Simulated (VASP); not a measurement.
TaN: single point with PBEsol

TaN:

```
CELL_PARAMETERS angstrom
5.18500 0.00000 0.00000
-2.59250 4.49034 0.00000
0.00000 0.00000 2.90800
ATOMIC_POSITIONS crystal
Ta 0.00000 0.00000 0.00000
Ta 0.33333 0.66667 0.50000
Ta 0.66667 0.33333 0.50000
N 0.50000 0.00000 0.00000
N 0.50000 0.50000 0.00000
N 0.00000 0.50000 0.00000
```

```yaml
Program: VASP 6.6.1
Task: single point
Functional: PBEsol
Potentials_or_basis: VASP PAW PBE potentials, release 64 (Ta_pv, N)
Cutoff: 520 eV
k_mesh: 6 × 6 × 6
Occupations: gaussian, width 0.1 eV
Spin: collinear spin, ferromagnetic start
Starting_moments: "[1.0, 1.0, 1.0, 0.0, 0.0, 0.0] μB"
```

| Quantity | Value |
| --- | --- |
| Pressure | 2.9 GPa |
| Band gap on the k mesh | zero (filled and empty bands overlap) |
| Net moment | 0.00 μB per cell |
| Valence electrons inside the program's atomic spheres | Ta 8.64, 9.08; N 3.79 |

Stress tensor (GPa, compression positive):
```
3.71 0.00 0.00
0.00 3.71 0.00
0.00 0.00 1.28
```

Levels at points of the mesh, in eV from the Fermi level:
Spin up:
| k point | band 22 | band 23 | band 24 | band 25 | band 26 | band 27 |
| --- | --- | --- | --- | --- | --- | --- |
| (0.00, 0.00, 0.00) | -2.51 | -2.07 | -1.29 | -1.29 | 0.80 | 0.80 |
| (0.50, 0.00, 0.00) | -2.89 | -1.71 | -0.70 | 1.33 | 1.84 | 1.85 |
| (0.00, 0.00, 0.50) | -3.10 | -1.93 | 0.86 | 0.86 | 1.48 | 1.73 |
| (0.50, 0.00, 0.50) | -3.14 | -2.17 | -1.23 | 1.05 | 1.35 | 3.10 |
Spin down:
| k point | band 22 | band 23 | band 24 | band 25 | band 26 | band 27 |
| --- | --- | --- | --- | --- | --- | --- |
| (0.00, 0.00, 0.00) | -2.51 | -2.07 | -1.29 | -1.29 | 0.80 | 0.80 |
| (0.50, 0.00, 0.00) | -2.89 | -1.71 | -0.70 | 1.33 | 1.84 | 1.85 |
| (0.00, 0.00, 0.50) | -3.10 | -1.93 | 0.86 | 0.86 | 1.48 | 1.73 |
| (0.50, 0.00, 0.50) | -3.14 | -2.17 | -1.23 | 1.05 | 1.35 | 3.10 |

It took 110 s on 1 thread of Intel(R) Xeon(R) Platinum 8259CL CPU @ 2.50GHz (Skylake/Cascade Lake), on a shared host, peak memory 0.28 GiB.

Caveat: the k points lie up to 0.36 Å⁻¹ apart; the PAW data sets were made with another functional, which shifts forces and pressure a little; spin-orbit coupling is left out, which moves the levels of the heavy elements.
